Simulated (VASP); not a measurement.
# ZrC (I4mm) in VASP: a series of runs, part 2 of 2

VASP 6.6.1.

### Step 3. Electric field gradients, r2SCAN (shortest bond scaled by 0.58)

Contents of POSCAR:

```
ZrC
1.0
    0.0000000000      2.3650000000      2.3650000000
    2.3650000000      0.0000000000      2.3650000000
    2.3650000000      2.3650000000      0.0000000000
Zr C
1 1
Direct
    0.3950000000      0.3950000000      0.6050000000
    0.1050000000      0.1050000000     -0.1050000000
```

Contents of INCAR.step1:

```
SYSTEM = ZrC
ALGO = Normal
EDIFF = 1E-4
ENCUT = 520
GGA = PE
ISMEAR = -1
LASPH = .True.
LCHARG = .False.
LREAL = .False.
LWAVE = .True.
NBANDS = 15
NELM = 60
PREC = Accurate
SIGMA = 0.05
```

Contents of INCAR.step2:

```
SYSTEM = ZrC
ALGO = Normal
EDIFF = 1E-8
ENCUT = 520
ISIF = 2
ISMEAR = -1
ISTART = 1
LASPH = .True.
LCHARG = .False.
LEFG = .True.
LMIXTAU = .True.
LREAL = .False.
LWAVE = .False.
METAGGA = R2SCAN
NBANDS = 15
NELM = 60
PREC = Accurate
SIGMA = 0.05
```

Contents of KPOINTS:

```
k-points
0
Gamma
  11 11 11
  0 0 0
```

Potentials or basis: VASP PAW PBE potentials, release 64 (Zr_sv, C).

The run is started by

```sh
> cat potpaw_PBE.64/Zr_sv/POTCAR potpaw_PBE.64/C/POTCAR > POTCAR
> cp INCAR.step1 INCAR
> mpirun -np 1 vasp_std > vasp.out
> cp INCAR.step2 INCAR
> mpirun -np 1 vasp_std > vasp.out
```

OUTCAR:

```text
SYSTEM = ZrC
   EDIFF = 1E-8
   ENCUT = 520
   ISIF = 2
   ISMEAR = -1
   ISTART = 1
   LASPH = .True.
   LREAL = .False.
   METAGGA = R2SCAN
   NELM = 60
   PREC = Accurate

 ion  position               nearest neighbor table
   1  0.395  0.395  0.605-   2 1.37   2 2.57   2 2.57   2 2.57   2 2.57
   2  0.105  0.105  0.895-   1 1.37   1 2.57   1 2.57   1 2.57   1 2.57

 -----------------------------------------------------------------------------
|                                                                             |
|           W    W    AA    RRRRR   N    N  II  N    N   GGGG   !!!           |
|           W    W   A  A   R    R  NN   N  II  NN   N  G    G  !!!           |
|           W    W  A    A  R    R  N N  N  II  N N  N  G       !!!           |
|           W WW W  AAAAAA  RRRRR   N  N N  II  N  N N  G  GGG   !            |
|           WW  WW  A    A  R   R   N   NN  II  N   NN  G    G                |
|           W    W  A    A  R    R  N    N  II  N    N   GGGG   !!!           |
|                                                                             |
|     The distance between some ions is very small. Please check the          |
|     nearest-neighbor list in the OUTCAR file.                               |
|     I HOPE YOU KNOW WHAT YOU ARE DOING!                                     |
|                                                                             |
 -----------------------------------------------------------------------------

  LATTYP: Found a face centered cubic cell.
 ALAT       =     4.7300000000

  Lattice vectors:

 A1 = (   0.0000000000,   2.3650000000,   2.3650000000)
 A2 = (   2.3650000000,   0.0000000000,   2.3650000000)
 A3 = (   2.3650000000,   2.3650000000,   0.0000000000)

Analysis of symmetry for initial positions (statically):
=====================================================================
[... 602 lines left out ...]
      8       7.3548      2.00000
      9      10.8391      0.00000
     10      12.4029      0.00000
     11      15.1118      0.00000
     12      18.5673      0.00000
     13      19.3230      0.00000
     14      21.8769      0.00000
     15      23.2279      0.00000

 [... further k-points ...]
[... 5 lines left out ...]
  --------------------------------------------------------------------------------------
  -------------------------------------------------------------------------------------
  Total        0.2236161      0.2236161     57.1974922      0.0000000     -0.0000000      0.0000000
  in kB       13.5422338     13.5422338   3463.8903746      0.0000000     -0.0000000      0.0000000
  external PRESSURE =    1163.6582807 kB  Pullay stress =       0.0000000 kB

 VOLUME and BASIS-vectors are now :
 -----------------------------------------------------------------------------
  energy-cutoff  :      520.00
  volume of cell :       26.46
      direct lattice vectors                 reciprocal lattice vectors
     0.000000000  2.365000000  2.365000000    -0.211416490  0.211416490  0.211416490
     2.365000000  0.000000000  2.365000000     0.211416490 -0.211416490  0.211416490
     2.365000000  2.365000000  0.000000000     0.211416490  0.211416490 -0.211416490

 POSITION                                       TOTAL-FORCE (eV/Angst)
 -----------------------------------------------------------------------------------
      2.36500      2.36500      1.86835         0.000000      0.000000     42.407397
      2.36500      2.36500      0.49665         0.000000      0.000000    -42.407397
 -----------------------------------------------------------------------------------
    total drift:                               -0.000000     -0.000000     -0.000080

  FREE ENERGIE OF THE ION-ELECTRON SYSTEM (eV)
  ---------------------------------------------------
  free  energy   TOTEN  =       -23.8905101740 eV

  energy  without entropy=      -23.8875614782  energy(sigma->0) =      -23.88903583

 Electric field gradients (V/A^2)
---------------------------------------------------------------------
 ion       V_xx      V_yy      V_zz      V_xy      V_xz      V_yz
---------------------------------------------------------------------
   1    -147.642  -147.642   295.285    -0.000    -0.000    -0.000
   2     -23.727   -23.727    47.454    -0.000    -0.000    -0.000
---------------------------------------------------------------------

 Electric field gradients after diagonalization (V/A^2)
 (convention: |V_zz| > |V_xx| > |V_yy|)
----------------------------------------------------------------------
 ion       V_xx      V_yy      V_zz     asymmetry (V_yy - V_xx)/ V_zz
----------------------------------------------------------------------
   1    -147.642  -147.642   295.285       0.000
   2     -23.727   -23.726    47.454       0.000
----------------------------------------------------------------------

           NMR quadrupolar parameters

 Cq : quadrupolar parameter    Cq=e*Q*V_zz/h
 eta: asymmetry parameters     (V_yy - V_xx)/ V_zz
 Q  : nuclear electric quadrupole moment in mb (millibarn)
----------------------------------------------------------------------
 ion       Cq(MHz)       eta       Q (mb)
----------------------------------------------------------------------
   1       0.714       0.000       1.000
   2       0.115       0.000       1.000
----------------------------------------------------------------------
```

OUTCAR.step1:

```text
SYSTEM = ZrC
   EDIFF = 1E-4
   ENCUT = 520
   GGA = PE
   ISMEAR = -1
   LASPH = .True.
   LREAL = .False.
[... 667 lines left out ...]
      2.36500      2.36500      1.86835         0.000000      0.000000     42.220382
      2.36500      2.36500      0.49665         0.000000      0.000000    -42.220382
 -----------------------------------------------------------------------------------
    total drift:                               -0.000000     -0.000000      0.001359

  FREE ENERGIE OF THE ION-ELECTRON SYSTEM (eV)
  ---------------------------------------------------
  free  energy   TOTEN  =        -8.6702939571 eV

  energy  without entropy=       -8.6667762372  energy(sigma->0) =       -8.66853510
```

OSZICAR.step1:

```text
N       E                     dE             d eps       ncg     rms          rms(c)
DAV:   1     0.118027463931E+03    0.11803E+03   -0.83268E+03  3780   0.105E+03
DAV:   2    -0.704397693152E+01   -0.12507E+03   -0.11614E+03  4865   0.297E+02
DAV:   3    -0.134207502665E+02   -0.63768E+01   -0.62999E+01  6103   0.592E+01
DAV:   4    -0.135523055958E+02   -0.13156E+00   -0.13153E+00  4423   0.732E+00
DAV:   5    -0.135541403493E+02   -0.18348E-02   -0.18347E-02  5466   0.717E-01    0.423E+01
DAV:   6    -0.871916645200E+01    0.48350E+01   -0.10038E+01  4319   0.292E+01    0.128E+01
DAV:   7    -0.867569033837E+01    0.43476E-01   -0.65073E-01  4753   0.706E+00    0.717E+00
DAV:   8    -0.867285419276E+01    0.28361E-02   -0.88804E-02  5484   0.298E+00    0.543E-01
DAV:   9    -0.867007390411E+01    0.27803E-02   -0.82632E-03  4417   0.107E+00    0.271E-01
DAV:  10    -0.867029333705E+01   -0.21943E-03   -0.76119E-04  4543   0.307E-01    0.711E-02
DAV:  11    -0.867029395706E+01   -0.62001E-06   -0.41262E-05  2324   0.653E-02
   1 F= -.86702940E+01 E0= -.86685351E+01  d E =-.351772E-02
```

Wall time 4.2 min (1 thread of Intel Xeon Platinum 8375C at 2.90GHz (Ice Lake), shared host); peak memory 0.2 GiB.

Results:

| Property | Result |
| --- | --- |
| Free energy | -23.8905 eV |
| Pressure | 116.4 GPa |
| Largest force | 42.407 eV/Å |
| Band gap on the k mesh | zero (bands 8 and 9 overlap by 1.37 eV) |
| Largest electric field gradient by atom | Zr +295.3; C +47.5 V/Å² |

Forces on the atoms (eV/Å):
```
Zr    0.000   0.000  42.407
C     0.000   0.000 -42.407
```

Stress tensor (GPa, compression positive):
```
  1.35   0.00   0.00
  0.00   1.35   0.00
  0.00   0.00 346.39
```

Levels at points of the mesh, in eV from the Fermi level:
```
           k point  band 5  band 6  band 7  band 8  band 9  band 10  band 11  band 12
(0.00, 0.00, 0.00)  -10.32   -4.55   -4.55   -1.35    1.78     3.48     6.10     9.03
```

Electric field gradients, principal values (V/Å²):
| atom | least | middle | greatest (by size) |
| --- | --- | --- | --- |
| 1 Zr | -147.642 | -147.642 | 295.285 |
| 2 C | -23.726 | -23.727 | 47.454 |

Caveat: the cell differs from its parent crystal (shortest bond scaled by 0.58); atoms lie so close that the PAW spheres overlap strongly, which falsifies energies and pressures; the stress differs along the axes, from 1 to 346 GPa; without QUAD_EFG the Cq values of the log hold for a quadrupole moment of 1 mb, not for the nuclei; the PAW data sets were made with another functional, which shifts forces and pressure a little.

### Step 4. Electric field gradients, r2SCAN

Contents of POSCAR:

```
ZrC
1.0
    0.0000000000      2.3650000000      2.3650000000
    2.3650000000      0.0000000000      2.3650000000
    2.3650000000      2.3650000000      0.0000000000
Zr C
1 1
Direct
    0.4850000000      0.4850000000      0.5150000000
    0.0150000000      0.0150000000     -0.0150000000
```

Contents of INCAR.step1:

```
PREC = Accurate
ENCUT = 520
ISMEAR = -1
SIGMA = 0.05
LREAL = False
LASPH = True
NELM = 100
NBANDS = 15
GGA = PE
ALGO = Normal
EDIFF = 1E-4
LWAVE = True
LCHARG = False
```

Contents of INCAR.step2:

```
PREC = Accurate
ENCUT = 520
EDIFF = 1E-8
ISMEAR = -1
SIGMA = 0.05
LREAL = False
LASPH = True
NELM = 100
ALGO = Normal
ISIF = 2
LWAVE = False
LCHARG = False
METAGGA = R2SCAN
LMIXTAU = True
LEFG = True
NBANDS = 15
ISTART = 1
```

Contents of KPOINTS:

```
Automatic mesh
0
Gamma
  11 11 11
```

Potentials or basis: VASP PAW PBE potentials, release 64 (Zr_sv, C).

The run is started by

```sh
> cat potpaw_PBE.64/Zr_sv/POTCAR potpaw_PBE.64/C/POTCAR > POTCAR
> cp INCAR.step1 INCAR
> mpirun -np 1 vasp_std > vasp.out
> cp INCAR.step2 INCAR
> mpirun -np 1 vasp_std > vasp.out
```

OUTCAR:

```text
PREC = Accurate
   ENCUT = 520
   EDIFF = 1E-8
   ISMEAR = -1
   LREAL = False
   LASPH = True
   NELM = 100
   ISIF = 2
   METAGGA = R2SCAN
   ISTART = 1

 ion  position               nearest neighbor table
   1  0.485  0.485  0.515-   2 2.22   2 2.37   2 2.37   2 2.37   2 2.37   2 2.51
   2  0.015  0.015  0.985-   1 2.22   1 2.37   1 2.37   1 2.37   1 2.37   1 2.51

  LATTYP: Found a face centered cubic cell.
 ALAT       =     4.7300000000

  Lattice vectors:

 A1 = (   0.0000000000,   2.3650000000,   2.3650000000)
 A2 = (   2.3650000000,   0.0000000000,   2.3650000000)
 A3 = (   2.3650000000,   2.3650000000,   0.0000000000)

Analysis of symmetry for initial positions (statically):
=====================================================================
 Subroutine PRICEL returns:
 Original cell was already a primitive cell.

 Routine SETGRP: Setting up the symmetry group for a
 face centered cubic supercell.

 Subroutine GETGRP returns: Found  8 space group operations
[... 621 lines left out ...]
     0.000000000  2.365000000  2.365000000    -0.211416490  0.211416490  0.211416490
     2.365000000  0.000000000  2.365000000     0.211416490 -0.211416490  0.211416490
     2.365000000  2.365000000  0.000000000     0.211416490  0.211416490 -0.211416490

 POSITION                                       TOTAL-FORCE (eV/Angst)
 -----------------------------------------------------------------------------------
      2.36500      2.36500      2.29405         0.000000      0.000000      0.863281
      2.36500      2.36500      0.07095         0.000000      0.000000     -0.863281
 -----------------------------------------------------------------------------------
    total drift:                               -0.000000     -0.000000      0.000102

  FREE ENERGIE OF THE ION-ELECTRON SYSTEM (eV)
  ---------------------------------------------------
  free  energy   TOTEN  =       -34.6631807654 eV

  energy  without entropy=      -34.6615175253  energy(sigma->0) =      -34.66234915

 Electric field gradients (V/A^2)
---------------------------------------------------------------------
 ion       V_xx      V_yy      V_zz      V_xy      V_xz      V_yz
---------------------------------------------------------------------
   1       7.817     7.817   -15.635    -0.000    -0.000    -0.000
   2       1.639     1.639    -3.279    -0.000    -0.000    -0.000
---------------------------------------------------------------------

 Electric field gradients after diagonalization (V/A^2)
 (convention: |V_zz| > |V_xx| > |V_yy|)
----------------------------------------------------------------------
 ion       V_xx      V_yy      V_zz     asymmetry (V_yy - V_xx)/ V_zz
----------------------------------------------------------------------
   1       7.817     7.817   -15.635       0.000
   2       1.639     1.639    -3.279       0.000
----------------------------------------------------------------------

           NMR quadrupolar parameters

 Cq : quadrupolar parameter    Cq=e*Q*V_zz/h
 eta: asymmetry parameters     (V_yy - V_xx)/ V_zz
 Q  : nuclear electric quadrupole moment in mb (millibarn)
----------------------------------------------------------------------
 ion       Cq(MHz)       eta       Q (mb)
----------------------------------------------------------------------
   1      -0.038       0.000       1.000
   2      -0.008       0.000       1.000
----------------------------------------------------------------------
```

OSZICAR.step1:

```text
N       E                     dE             d eps       ncg     rms          rms(c)
DAV:   1     0.101105265417E+03    0.10111E+03   -0.84831E+03  3780   0.107E+03
DAV:   2    -0.167241770822E+02   -0.11783E+03   -0.11043E+03  4781   0.288E+02
DAV:   3    -0.227994137322E+02   -0.60752E+01   -0.60352E+01  6509   0.551E+01
DAV:   4    -0.229302364663E+02   -0.13082E+00   -0.13076E+00  4462   0.568E+00
DAV:   5    -0.229317029804E+02   -0.14665E-02   -0.14665E-02  5072   0.516E-01    0.201E+01
DAV:   6    -0.195152726869E+02    0.34164E+01   -0.65909E+00  4412   0.228E+01    0.680E+00
DAV:   7    -0.194123805481E+02    0.10289E+00   -0.62393E-01  4280   0.595E+00    0.592E+00
DAV:   8    -0.194293129165E+02   -0.16932E-01   -0.31335E-01  4734   0.442E+00    0.468E+00
DAV:   9    -0.193966533077E+02    0.32660E-01   -0.61203E-02  4319   0.184E+00    0.582E-01
DAV:  10    -0.193963987929E+02    0.25451E-03   -0.35094E-03  4907   0.521E-01    0.394E-02
DAV:  11    -0.193963931727E+02    0.56202E-05   -0.92749E-05  4095   0.930E-02
   1 F= -.19396393E+02 E0= -.19395486E+02  d E =-.181426E-02
```

Wall time 5.6 min (1 thread of Intel Xeon Platinum 8375C at 2.90GHz (Ice Lake), shared host); peak memory 0.2 GiB.

What came out:

| Item | Value |
| --- | --- |
| Free energy | -34.6632 eV |
| Pressure | -0.9 GPa |
| Largest force | 0.863 eV/Å |
| Band gap on the k mesh | zero (bands 8 and 9 overlap by 0.90 eV) |
| Largest electric field gradient by atom | Zr -15.6; C -3.3 V/Å² |

Forces in eV/Å, atoms in the order of the input:
```
Zr   0.000  0.000  0.863
C    0.000  0.000 -0.863
```

Stress tensor (GPa, compression positive):
```
-2.62  0.00  0.00
 0.00 -2.62  0.00
 0.00  0.00  2.42
```

Levels at points of the mesh, in eV from the Fermi level:
| k point | band 4 | band 5 | band 6 | band 7 | band 8 | band 9 | band 10 | band 11 | band 12 | band 13 |
| --- | --- | --- | --- | --- | --- | --- | --- | --- | --- | --- |
| (0.00, 0.00, 0.00) | -27.06 | -12.09 | 0.11 | 0.11 | 0.30 | 1.16 | 1.89 | 1.89 | 2.77 | 3.39 |

Electric field gradients, principal values (V/Å²):
```
atom  least  middle  greatest (by size)
1 Zr  7.817   7.817             -15.635
 2 C  1.639   1.639              -3.279
```

Caveat: the stress differs along the axes, from -3 to 2 GPa; without QUAD_EFG the Cq values of the log hold for a quadrupole moment of 1 mb, not for the nuclei; the PAW data sets were made with another functional, which shifts forces and pressure a little.

### Step 5. Overview

| cell | gap on the mesh (eV) | pressure (GPa) | largest force (eV/Å) |
| --- | --- | --- | --- |
| as given, atomic positions A | none | 4.0 | 2.38 |
| as given, atomic positions B | none | 116.4 | 42.41 |
| as given, atomic positions C | none | -0.9 | 0.86 |

Alike in all rows: task electric field gradients; level r2SCAN; potentials or basis VASP PAW PBE potentials, release 64 (Zr_sv, C); no spin polarisation; k mesh 11 × 11 × 11; cutoff (eV) 520; smearing fermi-dirac 0.05 eV.

Caveats: the PAW data sets were made with another functional, which shifts forces and pressure a little; the stress differs along the axes, from -3 to 18 GPa (at least some runs); atoms lie so close that the PAW spheres overlap strongly, which falsifies energies and pressures (at least some runs); the stress differs along the axes, from 1 to 346 GPa (at least some runs); the stress differs along the axes, from -3 to 2 GPa (at least some runs).

Total energies depend on the potentials used, so only differences within one code and one set of settings carry meaning.
